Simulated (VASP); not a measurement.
# Al2Pt in VASP: notebook, part 2 of 2

VASP 6.6.1.

### 4 Single point, PBEsol

This run uses another cell than the first one: it holds 3 atoms, not 6.

The input, INCAR:

```
PREC = Accurate
ENCUT = 520
EDIFF = 1E-7
ISMEAR = 0
SIGMA = 0.1
LREAL = F
LASPH = T
NELM = 80
ALGO = Normal
ISIF = 2
LWAVE = F
LCHARG = F
GGA = PS
NBANDS = 15
```

The input, KPOINTS:

```
regular mesh
0
Gamma
  12 12 12
```

The input, POSCAR:

```
Al2Pt
1.0
    0.0000000000      2.9213549773      2.9213549773
    2.9213549773      0.0000000000      2.9213549773
    2.9213549773      2.9213549773      0.0000000000
Al Pt
2 1
Direct
    0.2500000000      0.2500000000      0.2500000000
    0.7500000000      0.7500000000      0.7500000000
    0.0000000000      0.0000000000      0.0000000000
```

Potentials or basis: VASP PAW PBE potentials, release 64 (Al, Pt).

On the command line:

```
$ cat potpaw_PBE.64/Al/POTCAR potpaw_PBE.64/Pt/POTCAR > POTCAR
$ mpirun -np 1 vasp_std > vasp.out
```

OUTCAR:

```text
PREC = Accurate
   ENCUT = 520
   EDIFF = 1E-7
   ISMEAR = 0
   LREAL = F
   LASPH = T
   NELM = 80
   ISIF = 2
   GGA = PS

 ion  position               nearest neighbor table
   1  0.250  0.250  0.250-   3 2.53   3 2.53   3 2.53   3 2.53   2 2.92   2 2.92   2 2.92   2 2.92
                             2 2.92   2 2.92
   2  0.750  0.750  0.750-   3 2.53   3 2.53   3 2.53   3 2.53   1 2.92   1 2.92   1 2.92   1 2.92
                             1 2.92   1 2.92
   3  0.000  0.000  0.000-   2 2.53   2 2.53   2 2.53   1 2.53   2 2.53   1 2.53   1 2.53   1 2.53

  LATTYP: Found a face centered cubic cell.
 ALAT       =     5.8427099546

  Lattice vectors:

 A1 = (   0.0000000000,   2.9213549773,   2.9213549773)
 A2 = (   2.9213549773,   0.0000000000,   2.9213549773)
 A3 = (   2.9213549773,   2.9213549773,   0.0000000000)

Analysis of symmetry for initial positions (statically):
=====================================================================
 Subroutine PRICEL returns:
 Original cell was already a primitive cell.

 Routine SETGRP: Setting up the symmetry group for a
 face centered cubic supercell.

 Subroutine GETGRP returns: Found 48 space group operations
 (whereof 48 operations were pure point group operations)
 out of a pool of 48 trial point group operations.

The static configuration has the point symmetry O_h .

Analysis of symmetry for dynamics (positions and initial velocities):
=====================================================================
 Subroutine PRICEL returns:
 Original cell was already a primitive cell.

 Routine SETGRP: Setting up the symmetry group for a
 face centered cubic supercell.

 Subroutine GETGRP returns: Found 48 space group operations
 (whereof 48 operations were pure point group operations)
 out of a pool of 48 trial point group operations.

The dynamic configuration has the point symmetry O_h .

 Subroutine INISYM returns: Found 48 space group operations
 (whereof 48 operations are pure point group operations),
 and found     1 'primitive' translations

----------------------------------------------------------------------------------------

                                     Primitive cell

  volume of cell :      49.8635

  direct lattice vectors                    reciprocal lattice vectors
     0.000000000  2.921354977  2.921354977    -0.171153456  0.171153456  0.171153456
     2.921354977  0.000000000  2.921354977     0.171153456 -0.171153456  0.171153456
     2.921354977  2.921354977  0.000000000     0.171153456  0.171153456 -0.171153456

  length of vectors
     4.131419829  4.131419829  4.131419829     0.296446481  0.296446481  0.296446481

  position of ions in fractional coordinates (direct lattice)
     0.250000000  0.250000000  0.250000000
     0.750000000  0.750000000  0.750000000
     0.000000000  0.000000000  0.000000000

  ion indices of the primitive-cell ions
   primitive index   ion index
                 1           1
                 2           2
                 3           3

----------------------------------------------------------------------------------------

 KPOINTS: regular mesh

Automatic generation of k-mesh.
 Grid dimensions read from file:
 generate k-points for:   12   12   12

 Generating k-lattice:

[... 40 lines left out ...]
  0.500000  0.166667  0.000000     24.000000
 -0.416667  0.166667  0.000000     24.000000
 [... further k-points ...]
   k-points           NKPTS =     72   k-points in BZ     NKDIM =     72   number of bands    NBANDS=     15
   number of dos      NEDOS =    301   number of ions     NIONS =      3
   total plane-waves  NPLWV =  32768
   dimension x,y,z NGX =    32 NGY =   32 NGZ =   32
   dimension x,y,z NGXF=    64 NGYF=   64 NGZF=   64
   ions per type =               2   1
   NGX,Y,Z   is equivalent  to a cutoff of  12.88, 12.88, 12.88 a.u.
   NGXF,Y,Z  is equivalent  to a cutoff of  25.75, 25.75, 25.75 a.u.
 SYSTEM =  unknown system
   PREC   = accura    normal or accurate (medium, high low for compatibility)
   ISTART =      0    job   : 0-new  1-cont  2-samecut
   ICHARG =      2    charge: 1-file 2-atom 10-const
   ISPIN  =      1    spin polarized calculation?
   LNONCOLLINEAR =      F non collinear calculations
   LSORBIT =      F    spin-orbit coupling
   LASPH  =      T    aspherical Exc in radial PAW
   ENCUT  =  520.0 eV  38.22 Ry    6.18 a.u.   7.68  7.68  7.68*2*pi/ulx,y,z
   NELM   =     80;   NELMIN=  2; NELMDL= -5     # of ELM steps
   EDIFF  = 0.1E-06   stopping-criterion for ELM
   LREAL  =      F    real-space projection
   EDIFFG = 0.1E-05   stopping-criterion for IOM
   NSW    =      0    number of steps for IOM
   IBRION =     -1    ionic relax: 0-MD 1-quasi-New 2-CG
   NFREE  =      0    steps in history (QN), initial steepest desc. (CG)
   ISIF   =      2    stress and relaxation
   ISYM   =      2    0-nonsym 1-usesym 2-fastsym
   POTIM  = 0.5000    time-step for ionic-motion
   TEBEG  =    0.0;   TEEND  =   0.0 temperature during run
   PSTRESS=    0.0 pullay stress
   NELECT =      16.0000    total number of electrons
   NUPDOWN=      -1.0000    fix difference up-down
   EMIN   =  10.00;   EMAX   =-10.00  energy-range for DOS
   EFERMI =   0.00;   METHOD = LEGACY
   ISMEAR =     0;   SIGMA  =   0.10  broadening in eV -4-tet -1-fermi 0-gaus
   EFERMI_NEDOS =   21; number of points for ismear=-14 and -15
   IALGO  =     38    algorithm
   IMIX   =      4    mixing-type and parameters
     AMIX     =   0.40;   BMIX     =  1.00
     AMIX_MAG =   1.60;   BMIX_MAG =  1.00
  volume/ion in A,a.u.               =      16.62       112.17
  Fermi-wavevector in a.u.,A,eV,Ry     =   1.120780  2.117968 17.090938  1.256149
  Thomas-Fermi vector in A             =   2.257429
   LORBIT       =      0    0 simple, 1 ext, 2 COOP (PROOUT), +10 PAW based schemes
   GGA     = PS    functional components
   LHFCALC =     F    Hartree Fock is set to
   AEXX    =    0.0000 exact exchange contribution
   IVDW    =     0    specifies the selected vdW correction
   LEPSILON=     F    determine dielectric tensor
   LRPA    =     F    only Hartree local field effects (RPA)
 non-spin polarized calculation
 Gauss-broadening in eV      SIGMA  =   0.10
  energy-cutoff  :      520.00
  volume of cell :       49.86
 maximum number of plane-waves:      1363
   NGX = 15   NGY = 15   NGZ = 15

 number of electron      15.9999999 magnetization

 Free energy of the ion-electron system (eV)
  ---------------------------------------------------
  ext. energy  EPLUGINS =         0.00000000
  ---------------------------------------------------
  free energy    TOTEN  =       -17.74967827 eV

  energy without entropy =      -17.74389360  energy(sigma->0) =      -17.74678594

 E-fermi :   8.2260     XC(G=0): -10.9630

 val. band max:        8.2208364194   @ k =   0.2500   0.2500   0.0000
 cond. band min:       8.2483928225   @ k =  -0.4167   0.2500   0.0000
 fundamental gap:      0.0275564031
 Fermi energy:         8.2259856161

 k-point     1 :       0.0000    0.0000    0.0000
  band No.  band energies     occupation
      1      -2.2803      2.00000
      2       2.9591      2.00000
      3       2.9591      2.00000
      4       2.9591      2.00000
      5       4.3555      2.00000
      6       4.3555      2.00000
      7      11.4554      0.00000
      8      12.0205      0.00000
      9      12.0205      0.00000
     10      12.0205      0.00000
     11      13.8257      0.00000
     12      13.8257      0.00000
     13      13.8257      0.00000
     14      14.6571      0.00000
[... 401 lines left out ...]
      2       1.9946      2.00000
      3       3.1681      2.00000
      4       3.5017      2.00000
      5       4.1359      2.00000
      6       4.4605      2.00000
      7       4.8694      2.00000
      8       7.7157      2.00000
      9       8.8641      0.00000
     10      11.7815      0.00000
     11      13.9778      0.00000
     12      14.4381      0.00000
     13      15.2864      0.00000
     14      17.2593      0.00000
     15      17.5004      0.00000

 [... further k-points ...]
[... 5 lines left out ...]
  --------------------------------------------------------------------------------------
  -------------------------------------------------------------------------------------
  Total        1.2480229      1.2480229      1.2480229      0.0000000      0.0000000      0.0000000
  in kB       40.1005325     40.1005325     40.1005325      0.0000000      0.0000000      0.0000000
  external PRESSURE =      40.1005325 kB  Pullay stress =       0.0000000 kB

 VOLUME and BASIS-vectors are now :
 -----------------------------------------------------------------------------
  energy-cutoff  :      520.00
  volume of cell :       49.86
      direct lattice vectors                 reciprocal lattice vectors
     0.000000000  2.921354977  2.921354977    -0.171153456  0.171153456  0.171153456
     2.921354977  0.000000000  2.921354977     0.171153456 -0.171153456  0.171153456
     2.921354977  2.921354977  0.000000000     0.171153456  0.171153456 -0.171153456

 POSITION                                       TOTAL-FORCE (eV/Angst)
 -----------------------------------------------------------------------------------
      1.46068      1.46068      1.46068        -0.000000     -0.000000     -0.000000
      4.38203      4.38203      4.38203         0.000000      0.000000      0.000000
      0.00000      0.00000      0.00000         0.000000      0.000000      0.000000
 -----------------------------------------------------------------------------------
    total drift:                                0.000000     -0.000000      0.000000

  FREE ENERGIE OF THE ION-ELECTRON SYSTEM (eV)
  ---------------------------------------------------
  free  energy   TOTEN  =       -17.7496782720 eV

  energy  without entropy=      -17.7438935980  energy(sigma->0) =      -17.74678594
```

OSZICAR:

```text
N       E                     dE             d eps       ncg     rms          rms(c)
DAV:   1     0.471011977768E+02    0.47101E+02   -0.67272E+03  2216   0.915E+02
DAV:   2    -0.168541346910E+02   -0.63955E+02   -0.56374E+02  2665   0.166E+02
DAV:   3    -0.184081139047E+02   -0.15540E+01   -0.15411E+01  2825   0.246E+01
DAV:   4    -0.184201171904E+02   -0.12003E-01   -0.12002E-01  2560   0.257E+00
DAV:   5    -0.184203280045E+02   -0.21081E-03   -0.21081E-03  2896   0.351E-01    0.941E+00
DAV:   6    -0.178801090659E+02    0.54022E+00   -0.20716E+00  2524   0.130E+01    0.234E+00
DAV:   7    -0.177878425469E+02    0.92267E-01   -0.14519E-01  2489   0.362E+00    0.173E+00
DAV:   8    -0.177498494589E+02    0.37993E-01   -0.29654E-02  2582   0.137E+00    0.264E-01
DAV:   9    -0.177496389318E+02    0.21053E-03   -0.14243E-03  2805   0.311E-01    0.168E-01
DAV:  10    -0.177496821547E+02   -0.43223E-04   -0.17416E-04  2566   0.102E-01    0.184E-02
DAV:  11    -0.177496782933E+02    0.38614E-05   -0.12329E-05  2657   0.335E-02    0.762E-03
DAV:  12    -0.177496783319E+02   -0.38596E-07   -0.11648E-06  2419   0.691E-03    0.183E-03
DAV:  13    -0.177496782720E+02    0.59849E-07   -0.27236E-07  2573   0.474E-03
   1 F= -.17749678E+02 E0= -.17746786E+02  d E =-.578467E-02
```

Run time: 44 s. Hardware: 1 thread of Intel Xeon Platinum 8375C at 2.90GHz (Ice Lake), shared host; peak memory 0.2 GiB.

What came out:

| Property | Result |
| --- | --- |
| Free energy | -17.7497 eV |
| Pressure | 4.0 GPa |
| Band gap on the k mesh | zero (band 8 reaches 12.02 eV, above the bottom of band 9 at 6.53 eV) |

Levels at points of the mesh, in eV from the Fermi level:
```csv
k point,band 5,band 6,band 7,band 8,band 9,band 10,band 11,band 12
"(0.00, 0.00, 0.00)",-3.87,-3.87,3.23,3.79,3.79,3.79,5.60,5.60
"(0.50, 0.00, 0.00)",-3.86,-3.63,-3.63,1.00,1.00,3.78,5.28,5.28
"(0.50, 0.50, 0.00)",-3.95,-3.57,-3.34,-1.70,-1.70,3.35,3.38,8.07
```

Caveat: the PAW data sets were made with another functional, which shifts forces and pressure a little; spin-orbit coupling is left out, which moves the levels of the heavy elements.

### 5 Single point, PBEsol

This run uses another cell than the first one: it holds 3 atoms, not 6.

The input, INCAR:

```
SYSTEM = Al2Pt
PREC = Accurate
ENCUT = 520
EDIFF = 1E-6
ISMEAR = 0
SIGMA = 0.1
LREAL = .FALSE.
LASPH = .TRUE.
NELM = 80
ALGO = Normal
ISIF = 2
LWAVE = .FALSE.
LCHARG = .FALSE.
GGA = PS
NBANDS = 15
```

The input, KPOINTS:

```
regular mesh
0
G
  12 12 12
  0 0 0
```

The input, POSCAR:

```
Al2Pt
1.0
    0.0000000000      2.9412692212      2.9412692212
    2.9412692212      0.0000000000      2.9412692212
    2.9412692212      2.9412692212      0.0000000000
Al Pt
2 1
Direct
    0.2500000000      0.2500000000      0.2500000000
    0.7500000000      0.7500000000      0.7500000000
    0.0000000000      0.0000000000      0.0000000000
```

Potentials or basis: VASP PAW PBE potentials, release 64 (Al, Pt).

On the command line:

```
$ cat potpaw_PBE.64/Al/POTCAR potpaw_PBE.64/Pt/POTCAR > POTCAR
$ mpirun -np 1 vasp_std > vasp.out
```

OUTCAR:

```text
SYSTEM = Al2Pt
   PREC = Accurate
   ENCUT = 520
   EDIFF = 1E-6
   ISMEAR = 0
   LREAL = .FALSE.
   LASPH = .TRUE.
   NELM = 80
   ISIF = 2
   GGA = PS

 ion  position               nearest neighbor table
   1  0.250  0.250  0.250-   3 2.55   3 2.55   3 2.55   3 2.55   2 2.94   2 2.94   2 2.94   2 2.94
                             2 2.94   2 2.94
   2  0.750  0.750  0.750-   3 2.55   3 2.55   3 2.55   3 2.55   1 2.94   1 2.94   1 2.94   1 2.94
                             1 2.94   1 2.94
   3  0.000  0.000  0.000-   2 2.55   2 2.55   2 2.55   1 2.55   2 2.55   1 2.55   1 2.55   1 2.55

  LATTYP: Found a face centered cubic cell.
 ALAT       =     5.8825384424

  Lattice vectors:

 A1 = (   0.0000000000,   2.9412692212,   2.9412692212)
 A2 = (   2.9412692212,   0.0000000000,   2.9412692212)
 A3 = (   2.9412692212,   2.9412692212,   0.0000000000)

Analysis of symmetry for initial positions (statically):
=====================================================================
 Subroutine PRICEL returns:
 Original cell was already a primitive cell.

 Routine SETGRP: Setting up the symmetry group for a
 face centered cubic supercell.

 Subroutine GETGRP returns: Found 48 space group operations
 (whereof 48 operations were pure point group operations)
 out of a pool of 48 trial point group operations.

The static configuration has the point symmetry O_h .

Analysis of symmetry for dynamics (positions and initial velocities):
=====================================================================
 Subroutine PRICEL returns:
 Original cell was already a primitive cell.

 Routine SETGRP: Setting up the symmetry group for a
 face centered cubic supercell.

 Subroutine GETGRP returns: Found 48 space group operations
 (whereof 48 operations were pure point group operations)
 out of a pool of 48 trial point group operations.

The dynamic configuration has the point symmetry O_h .

 Subroutine INISYM returns: Found 48 space group operations
 (whereof 48 operations are pure point group operations),
 and found     1 'primitive' translations

[... 125 lines left out ...]
   LEPSILON=     F    determine dielectric tensor
   LRPA    =     F    only Hartree local field effects (RPA)
 non-spin polarized calculation
 Gauss-broadening in eV      SIGMA  =   0.10
  energy-cutoff  :      520.00
  volume of cell :       50.89
 maximum number of plane-waves:      1391
   NGX = 15   NGY = 15   NGZ = 15

 number of electron      16.0000000 magnetization

 Free energy of the ion-electron system (eV)
  ---------------------------------------------------
  ext. energy  EPLUGINS =         0.00000000
  ---------------------------------------------------
  free energy    TOTEN  =       -17.76563890 eV

  energy without entropy =      -17.75980162  energy(sigma->0) =      -17.76272026

 E-fermi :   7.9800     XC(G=0): -10.8733

 val. band max:        7.9700818925   @ k =   0.3333   0.2500   0.0000
 cond. band min:       8.0071735804   @ k =  -0.4167   0.2500   0.0000
 fundamental gap:      0.0370916879
 Fermi energy:         7.9800090238

 k-point     1 :       0.0000    0.0000    0.0000
  band No.  band energies     occupation
      1      -2.3794      2.00000
      2       2.8233      2.00000
      3       2.8233      2.00000
      4       2.8233      2.00000
      5       4.1967      2.00000
      6       4.1967      2.00000
      7      11.0526      0.00000
      8      11.7598      0.00000
      9      11.7598      0.00000
     10      11.7598      0.00000
     11      13.4617      0.00000
     12      13.4617      0.00000
     13      13.4617      0.00000
     14      14.3357      0.00000
[... 401 lines left out ...]
      2       1.8369      2.00000
      3       3.0336      2.00000
      4       3.3571      2.00000
      5       3.9616      2.00000
      6       4.2950      2.00000
      7       4.6860      2.00000
      8       7.4687      2.00000
      9       8.6153      0.00000
     10      11.4814      0.00000
     11      13.6533      0.00000
     12      14.0594      0.00000
     13      14.9494      0.00000
     14      16.8639      0.00000
     15      17.1733      0.00000

 [... further k-points ...]
[... 5 lines left out ...]
  --------------------------------------------------------------------------------------
  -------------------------------------------------------------------------------------
  Total        0.3076932      0.3076932      0.3076932     -0.0000000     -0.0000000     -0.0000000
  in kB        9.6871077      9.6871077      9.6871077     -0.0000000     -0.0000000     -0.0000000
  external PRESSURE =       9.6871077 kB  Pullay stress =       0.0000000 kB

 VOLUME and BASIS-vectors are now :
 -----------------------------------------------------------------------------
  energy-cutoff  :      520.00
  volume of cell :       50.89
      direct lattice vectors                 reciprocal lattice vectors
     0.000000000  2.941269221  2.941269221    -0.169994639  0.169994639  0.169994639
     2.941269221  0.000000000  2.941269221     0.169994639 -0.169994639  0.169994639
     2.941269221  2.941269221  0.000000000     0.169994639  0.169994639 -0.169994639

 POSITION                                       TOTAL-FORCE (eV/Angst)
 -----------------------------------------------------------------------------------
      1.47063      1.47063      1.47063         0.000000     -0.000000     -0.000000
      4.41190      4.41190      4.41190        -0.000000      0.000000      0.000000
      0.00000      0.00000      0.00000        -0.000000      0.000000     -0.000000
 -----------------------------------------------------------------------------------
    total drift:                                0.000000     -0.000000      0.000000

  FREE ENERGIE OF THE ION-ELECTRON SYSTEM (eV)
  ---------------------------------------------------
  free  energy   TOTEN  =       -17.7656389012 eV

  energy  without entropy=      -17.7598016172  energy(sigma->0) =      -17.76272026
```

stdout:

```text
POSCAR found type information on POSCAR AlPt
 POSCAR found :  2 types and       3 ions
 scaLAPACK will be used
 -----------------------------------------------------------------------------
|                                                                             |
|                                                                             |
|     You enforced a specific xc type in the INCAR file but a different       |
|     I HOPE YOU KNOW WHAT YOU ARE DOING!                                     |
|                                                                             |
 -----------------------------------------------------------------------------

 LDA part: xc-table for (Slater+PW92), standard interpolation
 POSCAR, INCAR and KPOINTS ok, starting setup
 FFT: planning ... GRIDC
 FFT: planning ... GRID_SOFT
 FFT: planning ... GRID
 WAVECAR not read
 entering main loop
```

Run time: 46 s. Hardware: 1 thread of Intel Xeon Platinum 8375C at 2.90GHz (Ice Lake), shared host; peak memory 0.21 GiB.

What came out:

- Free energy: -17.7656 eV
- Pressure: 1.0 GPa
- Band gap on the k mesh: zero (band 8 reaches 11.76 eV, above the bottom of band 9 at 6.32 eV)

Caveat: the PAW data sets were made with another functional, which shifts forces and pressure a little; spin-orbit coupling is left out, which moves the levels of the heavy elements.

### 6 The runs side by side

| cell | k mesh | gap on the mesh (eV) | pressure (GPa) |
| --- | --- | --- | --- |
| a = 4.169, b = 4.169, c = 6.162 Å, 6 atoms | 8 × 8 × 6 | none | -5.6 |
| a = 4.068 Å, angles 60.0°, 3 atoms | 12 × 12 × 12 | none | 12.0 |
| a = 4.131 Å, angles 60.0°, 3 atoms | 12 × 12 × 12 | none | 4.0 |
| a = 4.160 Å, angles 60.0°, 3 atoms | 12 × 12 × 12 | none | 1.0 |

Alike in all rows: task single point; level PBEsol; potentials or basis VASP PAW PBE potentials, release 64 (Al, Pt); no spin polarisation; cutoff (eV) 520; smearing gaussian 0.1 eV.

Caveats: the PAW data sets were made with another functional, which shifts forces and pressure a little; spin-orbit coupling is left out, which moves the levels of the heavy elements.

Total energies depend on the potentials used, so only differences within one code and one set of settings carry meaning.
